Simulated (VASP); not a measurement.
Input of a VASP 6.6.1 run:

Contents of INCAR:

```
  ALGO = Normal
  EDIFF = 1E-6
  ENCUT = 500
  GGA = PE
  GGA_COMPAT = F
  ISIF = 2
  ISMEAR = 0
  LASPH = T
  LCHARG = T
  LELF = T
  LREAL = F
  LVHAR = T
  LWAVE = F
  NBANDS = 17
  NELM = 120
  PREC = Accurate
  SIGMA = 0.027000000000000003
```

The input KPOINTS:

```
k-points
0
Gamma
  7 7 7
```

The input POSCAR:

```
SnTe
1.0
    0.0000000000      3.1508500000      3.1508500000
    3.1508500000      0.0000000000      3.1508500000
    3.1508500000      3.1508500000      0.0000000000
Te Sn
1 1
Direct
    0.5000000000      0.5000000000      0.5000000000
    0.0000000000      0.0000000000      0.0000000000
```

Potentials or basis: VASP PAW PBE potentials, release 64 (Te, Sn_d).

Run with:

```sh
$ cat potpaw_PBE.64/Te/POTCAR potpaw_PBE.64/Sn_d/POTCAR > POTCAR
$ mpirun -np 1 vasp_std > vasp.out
```

**Question.** Predict the pressure.

**Answer.** 2.2 GPa.
